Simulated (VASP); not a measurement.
Input of a VASP 6.6.1 run:

Contents of INCAR:

```
SYSTEM = Hf
PREC = Accurate
ENCUT = 520
EDIFF = 1E-7
ISMEAR = 0
SIGMA = 0.1
LREAL = Auto
LASPH = .TRUE.
NELM = 100
ALGO = Normal
ISIF = 2
LWAVE = .FALSE.
LCHARG = .FALSE.
LDIPOL = .TRUE.
IDIPOL = 3
DIPOL = 0.5 0.5 0.499
GGA = PE
IVDW = 12
NBANDS = 94
```

Contents of KPOINTS:

```
Automatic mesh
0
G
  3 3 1
  0 0 0
```

File POSCAR:

```
Hf
1.0
    7.0094292687      0.0000000000      0.0000000000
    0.0000000000      7.0094292687      0.0000000000
    0.0000000000      0.0000000000     21.2570719515
Hf
16
Direct
    0.2500000000      0.7500000000      0.3763453414
    0.2500000000      0.2500000000      0.3763453414
    0.7500000000      0.7500000000      0.3763453414
    0.7500000000      0.2500000000      0.3763453414
    0.5000000000      0.5000000000      0.4587817805
    0.5000000000      0.0000000000      0.4587817805
    0.0000000000      0.5000000000      0.4587817805
    0.0000000000      0.0000000000      0.4587817805
    0.7500000000      0.2500000000      0.5415781889
    0.7500000000      0.7500000000      0.5415781889
    0.2500000000      0.2500000000      0.5415781889
    0.2500000000      0.7500000000      0.5415781889
    0.0000000000      0.0000000000      0.6211322663
    0.0000000000      0.5000000000      0.6211322663
    0.5000000000      0.0000000000      0.6211322663
    0.5000000000      0.5000000000      0.6211322663
```

Potentials or basis: VASP PAW PBE potentials, release 64 (Hf_pv).

The run is started by

```sh
$ cat potpaw_PBE.64/Hf_pv/POTCAR > POTCAR
$ mpirun -np 1 vasp_std > vasp.out
```

Question: Estimate the dispersion energy per atom.

Answer: -0.288 eV.

Question: Predict the band gap on the k mesh.

Answer: Zero (bands 80 and 81 overlap by 0.17 eV).

Forces on the atoms (eV/Å):
```
Hf   0.000  0.000  0.388
Hf   0.000  0.000  0.388
Hf   0.000  0.000  0.388
Hf   0.000  0.000  0.388
Hf   0.000  0.000 -0.341
Hf   0.000  0.000 -0.341
Hf   0.000  0.000 -0.341
Hf   0.000  0.000 -0.341
Hf   0.000  0.000  0.004
Hf   0.000  0.000  0.004
Hf   0.000  0.000  0.004
Hf   0.000  0.000  0.004
Hf   0.000  0.000 -0.051
Hf   0.000  0.000 -0.051
Hf   0.000  0.000 -0.051
Hf   0.000  0.000 -0.051
```

Caveat: spin-orbit coupling is left out, which moves the levels of the heavy elements.
